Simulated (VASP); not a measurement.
**Al3GaAs4: relaxation of cell and atoms with PBE**

Crystal: Al3GaAs4.

```
Al Ga As
1.0
     5.89926   -0.03315   -0.02312
    -0.03315    5.74553   -0.06231
    -0.02312   -0.06231    5.73686
Al Ga As
3 1 4
Direct
  0.99435 0.50607 0.48020
  0.49542 0.49770 0.99081
  0.46767 0.03966 0.47006
  0.01550 0.01669 0.02213
  0.75681 0.71789 0.24640
  0.73348 0.20180 0.74036
  0.24082 0.77546 0.79779
  0.29596 0.24473 0.25224
```

```
Program                : VASP 6.6.1
Task                   : relaxation of cell and atoms
Functional             : PBE
Potentials or basis    : VASP PAW PBE potentials, release 64 (Al, Ga_d, As)
Cutoff                 : 600 eV
k mesh                 : 2 × 2 × 2
Occupations            : gaussian, width 0.1 eV
Spin                   : no spin polarisation
Dipole correction      : no
Further INCAR settings : ALGO = Normal; EDIFF = 1e-07; IBRION = 2; EDIFFG = -0.025; NSW = 80; ISIF = 3
```

```
Relaxed volume                        : 23.67 Å³/atom
Relaxed cell                          : a = 5.739 Å, b = 5.748 Å, c = 5.740 Å, α = 90.00°, β = 90.02°, γ = 90.01°
Space group after relaxing (to 0.1 Å) : P-43m (No. 215)
Energy gained by relaxing             : 377.8 meV/atom
Ionic steps                           : 16
Pressure after relaxing               : 0.0 GPa
Largest force after relaxing          : 0.024 eV/Å
Band gap on the k mesh                : 0.99 eV (least direct gap 1.12 eV)
```

Forces in eV/Å, atoms in the order of the input:
```
Al   0.008 -0.005  0.002
Al   0.001 -0.009  0.023
Al  -0.007  0.014 -0.005
Ga   0.009 -0.007 -0.008
As   0.008  0.001  0.012
As  -0.006 -0.003 -0.017
As  -0.010  0.000 -0.011
As  -0.003  0.008  0.006
```

Stress tensor (GPa, compression positive):
```
 0.04  0.00  0.02
 0.00 -0.05  0.00
 0.02  0.00  0.03
```

The path:
```
step  energy change (eV)  largest force (eV/Å)  pressure (GPa)  volume (Å³)
   1              0.0000                8.5078            2.47       194.41
   2             -1.8402                2.1222           -2.62       204.61
   3             -2.0183                2.0075           -2.62       200.65
   4             -2.7956                0.9262           -0.66       191.01
   5             -2.8541                0.7322            0.47       187.82
   6             -2.9468                0.3765            0.05       188.79
   7             -2.9489                0.3943            0.01       188.95
   8             -2.9727                0.2440           -0.07       189.20
   9             -2.9771                0.2267           -0.10       189.35
  10             -2.9896                0.1700            0.04       188.98
  11             -3.0000                0.2390            0.38       188.19
  12             -3.0081                0.1799            0.20       188.72
  13             -3.0154                0.1989           -0.19       189.88
  14             -3.0198                0.1001           -0.10       189.61
  15             -3.0217                0.0555            0.02       189.28
  16             -3.0221                0.0245            0.00       189.32
```

Final structure:
```xyz
8
Lattice="5.7386 0.0008 0.0011 -0.0016 5.7478 -0.0025 -0.0027 0.0022 5.7398" Properties=species:S:1:pos:R:3 pbc="T T T"
Al    5.7360    2.8768    2.8678
Al    2.8634    2.8763    5.7331
Al    2.8694    5.7465    2.8702
Ga    5.7379    0.0029    0.0063
As    4.2931    4.3039    1.4368
As    4.2984    1.4453    4.3005
As    1.4351    4.3091    4.2981
As    1.4430    1.4431    1.4421
```

Levels at points of the mesh, in eV from the valence-band top:
| k point | band 19 | band 20 | band 21 | band 22 | band 23 | band 24 |
| --- | --- | --- | --- | --- | --- | --- |
| (0.00, 0.00, 0.00) | -0.01 | 0.00 | 0.00 | 1.12 | 1.51 | 1.51 |
| (0.50, 0.00, 0.00) | -1.40 | -1.31 | -1.31 | 2.27 | 2.50 | 3.41 |
| (0.00, 0.50, 0.00) | -1.39 | -1.31 | -1.30 | 2.28 | 2.51 | 3.41 |
| (0.50, 0.50, 0.00) | -0.91 | -0.91 | -0.91 | 2.76 | 3.19 | 3.19 |
| (0.00, 0.00, 0.50) | -1.40 | -1.31 | -1.31 | 2.27 | 2.50 | 3.41 |
| (0.50, 0.00, 0.50) | -0.90 | -0.90 | -0.90 | 2.77 | 3.20 | 3.20 |
| (0.00, 0.50, 0.50) | -0.91 | -0.91 | -0.90 | 2.77 | 3.19 | 3.19 |
| (0.50, 0.50, 0.50) | -0.80 | -0.80 | -0.79 | 0.99 | 1.94 | 1.94 |

Run time: 6.7 min on 1 thread of Intel(R) Xeon(R) 6975P-C (Granite Rapids), on a shared host, peak memory 0.37 GiB.

Caveat: the k points lie up to 0.55 Å⁻¹ apart in the final cell. A k mesh can miss the band edges.
